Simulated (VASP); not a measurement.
AgI: single point with PBE

The system is AgI.

```
CELL_PARAMETERS angstrom
4.77777 0.00000 0.00000
-2.38888 4.13767 0.00000
0.00000 0.00000 7.81477
ATOMIC_POSITIONS crystal
Ag 0.66667 0.33333 0.62766
Ag 0.33333 0.66667 0.12766
I 0.66667 0.33333 0.00234
I 0.33333 0.66667 0.50234
```

| Quantity | Value |
| --- | --- |
| Program | VASP 6.6.1 |
| Task | single point |
| Functional | PBE |
| Potentials or basis | VASP PAW PBE potentials, release 64 (Ag, I) |
| Cutoff | 500 eV |
| k mesh | 6 × 6 × 4 |
| Occupations | gaussian, width 0.02 eV |
| Spin | no spin polarisation |

| Item | Value |
| --- | --- |
| Pressure | -1.3 GPa |
| Largest force | 0.004 eV/Å |
| Band gap on the k mesh | 1.37 eV |

Forces on the atoms (eV/Å):
```
Ag   0.000  0.000 -0.004
Ag   0.000  0.000 -0.004
I    0.000  0.000  0.004
I    0.000  0.000  0.004
```

Levels at points of the mesh, in eV from the valence-band top:
| k point | band 14 | band 15 | band 16 | band 17 | band 18 | band 19 | band 20 | band 21 | band 22 | band 23 |
| --- | --- | --- | --- | --- | --- | --- | --- | --- | --- | --- |
| (0.00, 0.00, 0.00) | -0.56 | -0.56 | -0.05 | 0.00 | 0.00 | 1.37 | 2.70 | 5.93 | 5.93 | 6.08 |
| (0.50, 0.00, 0.00) | -2.21 | -1.79 | -1.42 | -0.81 | -0.56 | 3.28 | 3.69 | 4.99 | 5.71 | 6.38 |
| (0.00, 0.00, 0.50) | -1.43 | -0.29 | -0.29 | -0.29 | -0.29 | 2.61 | 2.61 | 5.66 | 5.66 | 6.21 |
| (0.50, 0.00, 0.50) | -2.37 | -0.99 | -0.99 | -0.99 | -0.99 | 3.32 | 3.32 | 5.00 | 5.00 | 7.19 |

Wall time 46 s on 1 thread of Intel(R) Xeon(R) 6975P-C (Granite Rapids) (shared host), peak memory 0.29 GiB.

Caveat: spin-orbit coupling is left out, which moves the levels of the heavy elements.
